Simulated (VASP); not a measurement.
Wanted: the native input for a VASP 6.6.1 run.

| Item | Value |
| --- | --- |
| Task | single point |
| Functional | LDA |
| Potentials or basis | VASP PAW LDA potentials, release 64 (Rh_pv) |
| Cutoff | 520 eV |
| k mesh | 20 × 20 × 20 |
| Occupations | gaussian, width 0.15 eV |
| Spin | no spin polarisation |
| Dipole correction | no |
| Further INCAR settings | ALGO = Fast; EDIFF = 1e-06; NBANDS = 14 |

The structure of Rh lies in POSCAR:

```
Rh
1.0
   -0.0938517631      1.8019538512      1.8770352617
    1.8019538512     -0.0938517631      1.8770352617
    1.7081020881      1.7081020881      0.0000000000
Rh
1
Direct
    0.0000000000      0.0000000000      0.0000000000
```

These files were run (other wordings do the same):

INCAR

```
  PREC = Accurate
  ENCUT = 520
  EDIFF = 1E-6
  ISMEAR = 0
  SIGMA = 0.15
  LREAL = False
  LASPH = True
  NELM = 100
  ALGO = Fast
  ISIF = 2
  LWAVE = False
  LCHARG = True
  LELF = True
  LVHAR = True
  NBANDS = 14
```

KPOINTS

```
Automatic mesh
0
Gamma
  20 20 20
```

Potentials or basis: VASP PAW LDA potentials, release 64 (Rh_pv).

The run is started by

```console
$ cat potpaw_LDA.64/Rh_pv/POTCAR > POTCAR
$ mpirun -np 1 vasp_std > vasp.out
```

It gave:

```
Pressure               : 39.4 GPa
Band gap on the k mesh : zero (an odd number of electrons rules out a gap without spin polarisation)
```

Caveat: the cell stands under pressure.

Run time: 2.8 min on 1 thread of Intel(R) Xeon(R) Platinum 8259CL CPU @ 2.50GHz (Skylake/Cascade Lake), with other jobs on the host, peak memory 0.28 GiB.
